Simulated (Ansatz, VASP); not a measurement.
**Two plane-wave programs on RbBr**

INCAR

```
  PREC = Accurate
  ENCUT = 520
  EDIFF = 1E-6
  ISMEAR = 0
  SIGMA = 0.02
  LREAL = F
  LASPH = T
  NELM = 100
  ALGO = Normal
  ISIF = 2
  LWAVE = F
  LCHARG = T
  GGA = PE
  LELF = T
  LVHAR = T
  NBANDS = 15
```

KPOINTS

```
regular mesh
0
Gamma
  6 6 6
```

POSCAR

```
RbBr
1.0
    0.0000000000      3.5243611500      3.5243611500
    3.5243611500      0.0000000000      3.5243611500
    3.5243611500      3.5243611500      0.0000000000
Rb Br
1 1
Direct
    0.0000000000      0.0000000000      0.0000000000
    0.5000000000      0.5000000000      0.5000000000
```

Input for Ansatz:

```yaml
crystal:
  lattice:
    - [0.0, 3.52436115, 3.52436115]
    - [3.52436115, 0.0, 3.52436115]
    - [3.52436115, 3.52436115, 0.0]
  atoms:
    - { symbol: Rb, position: [0.0, 0.0, 0.0] }
    - { symbol: Br, position: [0.5, 0.5, 0.5] }
basis:
  ecutwfc: 420
kpoints:
  mp_grid: { grid: [6, 6, 6] }
hamiltonian:
  xc: pbe
scf:
  occupations: { method: gaussian, width: 0.02 }
output:
  forces: true
  stress: true
  eigenvalues: true
```

Alike in both runs: task single point; functional PBE; k mesh 6 × 6 × 6; occupations gaussian, width 0.02 eV; no spin polarisation.

|  | VASP | Ansatz |
| --- | --- | --- |
| version | VASP 6.6.1 | Ansatz 0.2.0 |
| potentials or method | VASP PAW PBE potentials, release 64 (Rb_sv, Br), cutoff 520 eV | scalar-relativistic, plane waves, PAW |
| valence electrons in the cell | 16 | 16 |

VASP gave:

```
gap on the k mesh at the Fermi level (eV) : 4.16
least direct gap on the mesh (eV)         : 4.16
pressure (GPa)                            : -0.1
```

Question: Estimate Ansatz's values.

Answer: gap on the k mesh at the Fermi level (eV): 4.16; least direct gap on the mesh (eV): 4.16; pressure (GPa): -0.2.
